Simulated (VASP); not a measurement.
# TiO2: relaxation of cell and atoms with LDA

TiO2:

```
Ti O
1.0
     3.07000    0.00000    0.00000
    -1.53500    2.65870    0.00000
     0.00000    0.00000    3.37700
Ti O
1 2
Direct
  0.00000 0.00000 0.00000
  0.33333 0.66667 0.50000
  0.66667 0.33333 0.50000
```

| Quantity | Value |
| --- | --- |
| Program | VASP 6.6.1 |
| Task | relaxation of cell and atoms |
| Functional | LDA |
| Potentials or basis | VASP PAW LDA potentials, release 64 (Ti_sv, O) |
| Cutoff | 600 eV |
| k mesh | 8 × 8 × 7 |
| Occupations | methfessel-paxton, width 0.02 eV |
| Spin | no spin polarisation |
| Target pressure | 5 GPa |
| Dipole correction | no |
| Further INCAR settings | ALGO = Normal; EDIFF = 1e-06; IBRION = 2; EDIFFG = -0.01; NSW = 60; ISIF = 3 |

| Item | Value |
| --- | --- |
| Relaxed volume | 8.15 Å³/atom |
| Relaxed cell | a = 3.381 Å, b = 3.381 Å, c = 2.469 Å, α = 90.00°, β = 90.00°, γ = 120.00° |
| Space group after relaxing (to 0.05 Å) | P6/mmm (No. 191) |
| Energy change on relaxing (the enthalpy is what falls) | -1374.8 meV/atom |
| Ionic steps | 13 |
| Pressure after relaxing | 4.9 GPa |
| Band gap on the k mesh | zero (band 12 reaches 10.93 eV, above the bottom of band 13 at 8.60 eV) |

The path:
```
step  energy change (eV)  largest force (eV/Å)  pressure (GPa)  volume (Å³)
   1              0.0000                0.0000           16.06        27.56
   2             -3.5699                0.0000          -26.12        29.13
   3             -3.6537                0.0000          -27.80        29.17
   4             -3.1123                0.0000           41.90        21.99
   5             -4.0536                0.0000           -9.59        25.82
   6             -4.0496                0.0000           -7.97        25.61
   7             -4.0150                0.0000           19.85        23.39
   8             -4.1214                0.0000            5.82        24.36
   9             -4.1207                0.0000            6.12        24.34
  10             -4.1252                0.0000            4.78        24.47
  11             -4.1239                0.0000            5.24        24.42
  12             -4.1250                0.0000            4.82        24.46
  13             -4.1245                0.0000            4.91        24.44
```

Final structure:
```yaml
crystal:
  lattice:
    - [3.38085, 0.00000, 0.00000]
    - [-1.69042, 2.92790, 0.00000]
    - [0.00000, 0.00000, 2.46945]
  atoms:
    - { symbol: Ti, position: [0.00000, 0.00000, 0.00000] }
    - { symbol: O, position: [0.33333, 0.66667, 0.50000] }
    - { symbol: O, position: [0.66667, 0.33333, 0.50000] }
```

Levels at points of the mesh, in eV from the Fermi level:
```csv
k point,band 9,band 10,band 11,band 12,band 13,band 14,band 15,band 16
"(0.00, 0.00, 0.00)",-2.66,-1.92,-1.39,-1.39,0.19,2.76,2.76,3.08
"(0.50, 0.00, 0.00)",-2.62,-1.11,-0.98,-0.87,-0.79,1.69,2.63,3.83
```

It took 98 s on 1 thread of AMD EPYC 9R45 96-Core Processor (Zen 5), with other jobs on the host, peak memory 0.13 GiB.

Caveat: the cell is relaxed towards a set pressure, so the enthalpy falls and the energy may rise; semilocal functionals often make such compounds metallic where correlation or magnetic order opens a gap, which also shifts bond lengths.
